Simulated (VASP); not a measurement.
# Na (P6_3/mmc) in VASP: further runs, part 2 of 2

VASP 6.6.1.

## Step 3: Single point, r2SCAN

This run uses another cell than the first one, of 37.72 Å³/atom.

Input file POSCAR:

```
Na
1.0
    3.7664636780      0.0000000000      0.0000000000
   -1.8832318390      3.2618532276      0.0000000000
    0.0000000000      0.0000000000      6.1397460458
Na
2
Direct
    0.3333333333      0.6666666667      0.7500000000
    0.6666666667      0.3333333333      0.2500000000
```

Input file INCAR.step1:

```
  PREC = Accurate
  ENCUT = 550
  ISMEAR = 0
  SIGMA = 0.05
  LREAL = F
  LASPH = T
  NELM = 120
  NBANDS = 14
  GGA = PE
  ALGO = Normal
  EDIFF = 1E-5
  LWAVE = T
  LCHARG = F
  GGA_COMPAT = F
```

Input file INCAR.step2:

```
  PREC = Accurate
  ENCUT = 550
  EDIFF = 1E-6
  ISMEAR = 0
  SIGMA = 0.05
  LREAL = F
  LASPH = T
  NELM = 120
  ALGO = Normal
  ISIF = 2
  LWAVE = F
  LCHARG = F
  METAGGA = R2SCAN
  LMIXTAU = T
  NBANDS = 14
  ISTART = 1
  GGA_COMPAT = F
```

Input file KPOINTS:

```
regular mesh
0
Gamma
  12 12 8
```

Potentials or basis: VASP PAW PBE potentials, release 64 (Na_pv).

Command:

```
cat potpaw_PBE.64/Na_pv/POTCAR > POTCAR
cp INCAR.step1 INCAR
mpirun -np 1 vasp_std > vasp.out
cp INCAR.step2 INCAR
mpirun -np 1 vasp_std > vasp.out
```

OUTCAR:

```text
PREC = Accurate
   ENCUT = 550
   EDIFF = 1E-6
   ISMEAR = 0
   LREAL = F
   LASPH = T
   NELM = 120
   ISIF = 2
   METAGGA = R2SCAN
   ISTART = 1

 ion  position               nearest neighbor table
   1  0.333  0.667  0.750-
   2  0.667  0.333  0.250-

  LATTYP: Found a hexagonal cell.
 ALAT       =     3.7664636780
 C/A-ratio  =     1.6301089220

  Lattice vectors:

 A1 = (   3.7664636780,   0.0000000000,   0.0000000000)
 A2 = (  -1.8832318390,   3.2618532276,   0.0000000000)
 A3 = (   0.0000000000,   0.0000000000,   6.1397460458)

Analysis of symmetry for initial positions (statically):
=====================================================================
 Subroutine PRICEL returns:
 Original cell was already a primitive cell.

 Routine SETGRP: Setting up the symmetry group for a
 hexagonal supercell.

 Subroutine GETGRP returns: Found 24 space group operations
 (whereof 12 operations were pure point group operations)
 out of a pool of 24 trial point group operations.

The static configuration has the point symmetry D_3d.
 The point group associated with its full space group is D_6h.

Analysis of symmetry for dynamics (positions and initial velocities):
=====================================================================
 Subroutine PRICEL returns:
 Original cell was already a primitive cell.

 Routine SETGRP: Setting up the symmetry group for a
 hexagonal supercell.

 Subroutine GETGRP returns: Found 24 space group operations
 (whereof 12 operations were pure point group operations)
 out of a pool of 24 trial point group operations.

The dynamic configuration has the point symmetry D_3d.
 The point group associated with its full space group is D_6h.

 Subroutine INISYM returns: Found 24 space group operations
 (whereof 12 operations are pure point group operations),
 and found     1 'primitive' translations
[... 120 lines left out ...]
   METAGGA = R2SCAN    functional components
   LHFCALC =     F    Hartree Fock is set to
   AEXX    =    0.0000 exact exchange contribution
   IVDW    =     0    specifies the selected vdW correction
   LEPSILON=     F    determine dielectric tensor
   LRPA    =     F    only Hartree local field effects (RPA)
 non-spin polarized calculation
 Gauss-broadening in eV      SIGMA  =   0.05
  energy-cutoff  :      550.00
  volume of cell :       75.43
 maximum number of plane-waves:      2232
 NGX is ok and might be reduce to    30
   NGX = 15   NGY = 15   NGZ = 23

 number of electron      14.0000011 magnetization

 Free energy of the ion-electron system (eV)
  ---------------------------------------------------
  ext. energy  EPLUGINS =         0.00000000
  ---------------------------------------------------
  free energy    TOTEN  =        -7.11436807 eV

  energy without entropy =       -7.11390765  energy(sigma->0) =       -7.11413786

 E-fermi :   0.2930     XC(G=0):  -6.8693

 val. band max:        0.2783351439   @ k =   0.2500   0.2500   0.3750
 cond. band min:       0.3542354883   @ k =   0.4167   0.0833   0.2500
 fundamental gap:      0.0759003445
 Fermi energy:         0.2929551377

 k-point     1 :       0.0000    0.0000    0.0000
  band No.  band energies     occupation
      1     -25.7559      2.00000
      2     -25.7275      2.00000
      3     -25.7275      2.00000
      4     -25.7229      2.00000
      5     -25.7229      2.00000
      6     -25.7222      2.00000
      7      -3.1541      2.00000
      8       0.8048      0.00000
      9       1.4643      0.00000
     10      10.8307      0.00000
     11      10.8307      0.00000
     12      11.3360      0.00000
     13      11.3360      0.00000
     14      11.3433      0.00000
[... 377 lines left out ...]
      1     -25.7489      2.00000
      2     -25.7436      2.00000
      3     -25.7418      2.00000
      4     -25.7330      2.00000
      5     -25.7269      2.00000
      6     -25.7265      2.00000
      7      -1.3788      2.00000
      8       1.6862      0.00000
      9       3.2945      0.00000
     10       4.2682      0.00000
     11       6.4367      0.00000
     12       7.9822      0.00000
     13       8.3706      0.00000
     14      10.1589      0.00000

 [... further k-points ...]

------------------------ aborting loop because EDIFF is reached ----------------------------------------

  FORCE on cell =-STRESS in cart. coord.  units (eV):
  Direction    XX          YY          ZZ          XY          YZ          ZX
  --------------------------------------------------------------------------------------
  -------------------------------------------------------------------------------------
  Total       -0.0408458     -0.0408458      0.0136422      0.0000000     -0.0000000      0.0000000
  in kB       -0.8675798     -0.8675798      0.2897657      0.0000000     -0.0000000      0.0000000
  external PRESSURE =      -0.4817980 kB  Pullay stress =       0.0000000 kB

 VOLUME and BASIS-vectors are now :
 -----------------------------------------------------------------------------
  energy-cutoff  :      550.00
  volume of cell :       75.43
      direct lattice vectors                 reciprocal lattice vectors
     3.766463678  0.000000000  0.000000000     0.265501034  0.153287093  0.000000000
    -1.883231839  3.261853228  0.000000000     0.000000000  0.306574187  0.000000000
     0.000000000  0.000000000  6.139746046     0.000000000  0.000000000  0.162873186

 POSITION                                       TOTAL-FORCE (eV/Angst)
 -----------------------------------------------------------------------------------
     -0.00000      2.17457      4.60481        -0.000000     -0.000000      0.000000
      1.88323      1.08728      1.53494         0.000000      0.000000     -0.000000
 -----------------------------------------------------------------------------------
    total drift:                               -0.000000      0.000000      0.000000

  FREE ENERGIE OF THE ION-ELECTRON SYSTEM (eV)
  ---------------------------------------------------
  free  energy   TOTEN  =        -7.1143680750 eV

  energy  without entropy=       -7.1139076486  energy(sigma->0) =       -7.11413786
```

OUTCAR.step1:

```text
PREC = Accurate
   ENCUT = 550
   ISMEAR = 0
   LREAL = F
   LASPH = T
[... 632 lines left out ...]
 -----------------------------------------------------------------------------------
     -0.00000      2.17457      4.60481         0.000000      0.000000     -0.000000
      1.88323      1.08728      1.53494        -0.000000     -0.000000      0.000000
 -----------------------------------------------------------------------------------
    total drift:                               -0.000000      0.000000      0.000000

  FREE ENERGIE OF THE ION-ELECTRON SYSTEM (eV)
  ---------------------------------------------------
  free  energy   TOTEN  =        -2.6274732187 eV

  energy  without entropy=       -2.6269819579  energy(sigma->0) =       -2.62722759
```

OSZICAR.step1:

```text
N       E                     dE             d eps       ncg     rms          rms(c)
DAV:   1     0.101841492341E+03    0.10184E+03   -0.77790E+03  2660   0.999E+02
DAV:   2     0.144699692219E+01   -0.10039E+03   -0.99272E+02  2774   0.282E+02
DAV:   3    -0.256956605636E+01   -0.40166E+01   -0.40131E+01  3410   0.644E+01
DAV:   4    -0.262746666240E+01   -0.57901E-01   -0.57898E-01  3026   0.829E+00
DAV:   5    -0.262877136742E+01   -0.13047E-02   -0.13047E-02  3368   0.126E+00    0.284E-01
DAV:   6    -0.262802244298E+01    0.74892E-03   -0.10342E-03  3244   0.397E-01    0.191E-01
DAV:   7    -0.262749100401E+01    0.53144E-03   -0.18104E-03  3678   0.462E-01    0.229E-02
DAV:   8    -0.262747347304E+01    0.17531E-04   -0.13432E-04  3398   0.199E-01    0.436E-03
DAV:   9    -0.262747321871E+01    0.25433E-06   -0.25272E-06  1684   0.267E-02
   1 F= -.26274732E+01 E0= -.26272276E+01  d E =-.491261E-03
```

It took 7.4 min on 1 thread of Oxide Virtual Turin-like, shared host; peak memory 0.21 GiB.

What came out:

- Free energy: -7.1144 eV
- Pressure: 0.0 GPa
- Band gap on the k mesh: zero (bands 7 and 8 overlap by 4.51 eV)

Stress tensor (GPa, compression positive):
```
-0.09  0.00  0.00
 0.00 -0.09  0.00
 0.00  0.00  0.03
```

Caveat: the PAW data sets were made with another functional, which shifts forces and pressure a little.

## Step 4: Relaxation of shape and atoms at fixed volume, r2SCAN (37.18 Å³/atom)

Input file POSCAR:

```
Na
1.0
    3.7485074678      0.0000000000      0.0000000000
   -1.8742537339      3.2463026934      0.0000000000
    0.0000000000      0.0000000000      6.1104754674
Na
2
Direct
    0.3333333333      0.6666666667      0.7500000000
    0.6666666667      0.3333333333      0.2500000000
```

Input file INCAR.step1:

```
SYSTEM = Na
ALGO = Normal ; EDIFF = 1E-5
EDIFFG = -0.005 ; ENCUT = 550
GGA = PE ; GGA_COMPAT = .FALSE.
IBRION = 2 ; ISIF = 3
ISMEAR = 0 ; LASPH = .TRUE.
LCHARG = .FALSE. ; LREAL = .FALSE.
LWAVE = .TRUE. ; NELM = 120
NELMIN = 4 ; NSW = 100
PREC = Accurate ; SIGMA = 0.05
```

Input file INCAR.step2:

```
SYSTEM = Na
ALGO = Normal ; EDIFF = 1E-7
EDIFFG = -0.01 ; ENCUT = 550
GGA_COMPAT = .FALSE. ; IBRION = 2
ISIF = 4 ; ISMEAR = 0
ISTART = 1 ; LASPH = .TRUE.
LCHARG = .FALSE. ; LMIXTAU = .TRUE.
LREAL = .FALSE. ; LWAVE = .FALSE.
METAGGA = R2SCAN ; NELM = 120
NELMIN = 4 ; NSW = 60
PREC = Accurate ; SIGMA = 0.05
```

Input file KPOINTS:

```
k-points
0
G
  12 12 8
  0 0 0
```

Command:

```
cat potpaw_PBE.64/Na_pv/POTCAR > POTCAR
cp INCAR.step1 INCAR
mpirun -np 1 vasp_std > vasp.out
cp INCAR.step2 INCAR
mpirun -np 1 vasp_std > vasp.out
```

It took 5.8 min on 1 thread of Oxide Virtual Turin-like, shared host; peak memory 0.2 GiB.

It converged, with:

```yaml
Free_energy: -7.1142 eV
Pressure_after_relaxing: 0.1 GPa
Band_gap_on_the_k_mesh: zero (bands 7 and 8 overlap by 4.55 eV)
```

Final structure:
```cif
data_structure
_symmetry_space_group_name_H-M 'P 1'
_symmetry_Int_Tables_number 1
_cell_length_a 3.7485
_cell_length_b 3.7485
_cell_length_c 6.1105
_cell_angle_alpha 90.000
_cell_angle_beta 90.000
_cell_angle_gamma 120.000
_cell_volume 74.36
loop_
_atom_site_label
_atom_site_type_symbol
_atom_site_fract_x
_atom_site_fract_y
_atom_site_fract_z
_atom_site_occupancy
Na1 Na 0.33333 0.66667 0.75000 1
Na2 Na 0.66667 0.33333 0.25000 1
```

Levels at points of the mesh, in eV from the Fermi level:
| k point | band 4 | band 5 | band 6 | band 7 | band 8 | band 9 | band 10 | band 11 |
| --- | --- | --- | --- | --- | --- | --- | --- | --- |
| (0.00, 0.00, 0.00) | -26.00 | -26.00 | -26.00 | -3.48 | 0.51 | 1.19 | 10.62 | 10.62 |
| (0.50, 0.00, 0.00) | -26.02 | -26.01 | -26.01 | 0.20 | 0.46 | 4.03 | 4.14 | 4.78 |
| (0.00, 0.00, 0.50) | -26.00 | -26.00 | -26.00 | -2.38 | -2.38 | 5.96 | 5.96 | 11.19 |
| (0.50, 0.00, 0.50) | -26.01 | -26.01 | -26.01 | 1.06 | 1.06 | 1.76 | 1.76 | 8.12 |

Caveat: the PAW data sets were made with another functional, which shifts forces and pressure a little.

## Step 5: Summary

| task | cell | gap on the mesh (eV) | pressure (GPa) |
| --- | --- | --- | --- |
| single point | a = 3.749, b = 3.749, c = 6.110 Å, angles 90.0, 90.0, 120.0°, 2 atoms | none | 0.1 |
| single point | a = 3.766, b = 3.766, c = 6.140 Å, angles 90.0, 90.0, 120.0°, 2 atoms | none | 0.0 |
| relaxation of shape and atoms at fixed volume | relaxed from a = 3.749, b = 3.749, c = 6.110 Å, angles 90.0, 90.0, 120.0°, 2 atoms | none | 0.1 |

Alike in all rows: level r2SCAN; potentials or basis VASP PAW PBE potentials, release 64 (Na_pv); no spin polarisation; k mesh 12 × 12 × 8; cutoff (eV) 550; smearing gaussian 0.05 eV.

Caveats: the PAW data sets were made with another functional, which shifts forces and pressure a little.

Total energies depend on the potentials used, so only differences within one code and one set of settings carry meaning.

The gap in the log of VASP goes by the Fermi energy; the results here count the filled bands.